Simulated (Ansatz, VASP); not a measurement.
**Two plane-wave programs on NaGa2F3**

Contents of INCAR:

```
SYSTEM = NaGa2F3
PREC = Accurate ; ENCUT = 600
EDIFF = 1E-6 ; ISMEAR = 0
SIGMA = 0.02 ; LREAL = .False.
LASPH = .True. ; NELM = 60
ALGO = Normal ; ISIF = 3
LWAVE = .False. ; LCHARG = .False.
GGA = PE ; IBRION = 2
NSW = 100 ; EDIFFG = -0.01
```

The input KPOINTS:

```
Automatic mesh
0
Gamma
  6 6 6
  0 0 0
```

The input POSCAR:

```
NaGa2F3
1.0
    2.9831453976      1.7223197983      3.4703311248
   -2.9831453976      1.7223197983      3.4703311248
    0.0000000000     -3.4446395966      3.4703311248
Na Ga F
1 2 3
Direct
    0.0000000000      0.0000000000      0.0000000000
    0.7036056805      0.7036056805      0.7036056805
    0.2963943195      0.2963943195      0.2963943195
    0.0000000000      0.5000000000      0.0000000000
    0.5000000000      0.0000000000      0.0000000000
    0.0000000000      0.0000000000      0.5000000000
```

Input for Ansatz:

```yaml
crystal:
  lattice:
    - [2.9831453976, 1.7223197983, 3.4703311248]
    - [-2.9831453976, 1.7223197983, 3.4703311248]
    - [0.0, -3.4446395966, 3.4703311248]
  atoms:
    - { symbol: Na, position: [0.0, 0.0, 0.0] }
    - { symbol: Ga, position: [0.7036056805, 0.7036056805, 0.7036056805] }
    - { symbol: Ga, position: [0.2963943195, 0.2963943195, 0.2963943195] }
    - { symbol: F, position: [0.0, 0.5, 0.0] }
    - { symbol: F, position: [0.5, 0.0, 0.0] }
    - { symbol: F, position: [0.0, 0.0, 0.5] }
basis:
  ecutwfc: 420
kpoints:
  mp_grid: { grid: [6, 6, 6] }
hamiltonian:
  xc: pbe
scf:
  occupations: { method: gaussian, width: 0.02 }
output:
  forces: true
  stress: true
  eigenvalues: true
  write_density: true
  write_potential: true
  elf: true
  volumetric_format: npy
relax:
  adjacent_minimum: "off"
  f_tol: 0.01
  max_steps: 80
  cell: { stress_tol: 0.05 }
```

Change from the starting cell: species swapped into the Tb2FeCo3 type (R-3m, No. 166).

Alike in both runs: task relaxation of cell and atoms; functional PBE; k mesh 6 × 6 × 6; occupations gaussian, width 0.02 eV; no spin polarisation.

|  | VASP | Ansatz |
| --- | --- | --- |
| version | VASP 6.6.1 | Ansatz 0.2.0 |
| potentials or method | VASP PAW PBE potentials, release 64 (Na_pv, Ga_d, F), cutoff 600 eV | scalar-relativistic, plane waves, PAW |
| valence electrons in the cell | 54 | 56 |

Ansatz gave:

* gap on the k mesh at the Fermi level, each at its own relaxed structure (eV): 1.74
* relaxed volume (Å³/atom): 17.83
* relaxed cell length with the largest relative difference (Å): 4.890

Q: Estimate VASP's values.

A: gap on the k mesh at the Fermi level, each at its own relaxed structure (eV): 1.70; relaxed volume (Å³/atom): 17.46; relaxed cell length with the largest relative difference (Å): 4.835.

VASP's potentials hold 54 valence electrons a cell and Ansatz's 56, so a difference there can come from the potentials and not from the codes.
